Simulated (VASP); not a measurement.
Input of a VASP 6.6.1 run:

The input POSCAR:

```
In3GaP4
1.0
   -2.8675860835      2.8675860835      5.7256049916
    2.8675860835     -2.8675860835      5.7256049916
    2.8675860835      2.8675860835     -5.7256049916
Ga P In
1 4 3
Direct
    0.0000000000      0.0000000000      0.0000000000
    0.3558855512      0.3558855512      0.4726534091
    0.1167678579      0.6441144488      0.0000000000
    0.8832321421      0.8832321421      0.5273465909
    0.6441144488      0.1167678579      0.0000000000
    0.7500000000      0.2500000000      0.5000000000
    0.5000000000      0.5000000000      0.0000000000
    0.2500000000      0.7500000000      0.5000000000
```

INCAR.step1

```
ALGO = Normal ; EDIFF = 1E-4
ENCUT = 520 ; GGA = PE
ISMEAR = 0 ; LASPH = T
LCHARG = F ; LREAL = F
LWAVE = T ; NBANDS = 46
NELM = 80 ; PREC = Accurate
SIGMA = 0.01
```

The input INCAR.step2:

```
ALGO = Normal ; EDIFF = 1E-6
ENCUT = 520 ; ISIF = 2
ISMEAR = 0 ; ISTART = 1
LASPH = T ; LCHARG = F
LMIXTAU = T ; LREAL = F
LWAVE = F ; METAGGA = R2SCAN
NBANDS = 46 ; NELM = 80
PREC = Accurate ; SIGMA = 0.01
```

Contents of KPOINTS:

```
k-points
0
Gamma
  6 6 6
```

Potentials or basis: VASP PAW PBE potentials, release 64 (Ga_d, P, In_d).

Command:

```sh
$ cat potpaw_PBE.64/Ga_d/POTCAR potpaw_PBE.64/P/POTCAR potpaw_PBE.64/In_d/POTCAR > POTCAR
$ cp INCAR.step1 INCAR
$ mpirun -np 1 vasp_std > vasp.out
$ cp INCAR.step2 INCAR
$ mpirun -np 1 vasp_std > vasp.out
```

What does it give for the pressure?

2.3 GPa.

Estimate the largest force.

0.012 eV/Å.

Estimate the band gap on the k mesh.

1.44 eV.

Forces on the atoms (eV/Å):
```
Ga   0.000  0.000  0.000
P   -0.005 -0.005 -0.010
P    0.005 -0.005  0.010
P    0.005  0.005 -0.010
P   -0.005  0.005  0.010
In   0.000  0.000  0.000
In   0.000  0.000  0.000
In   0.000  0.000  0.000
```

Caveat: the PAW data sets were made with another functional, which shifts forces and pressure a little; spin-orbit coupling is left out, which moves the levels of the heavy elements. A k mesh can miss the band edges.
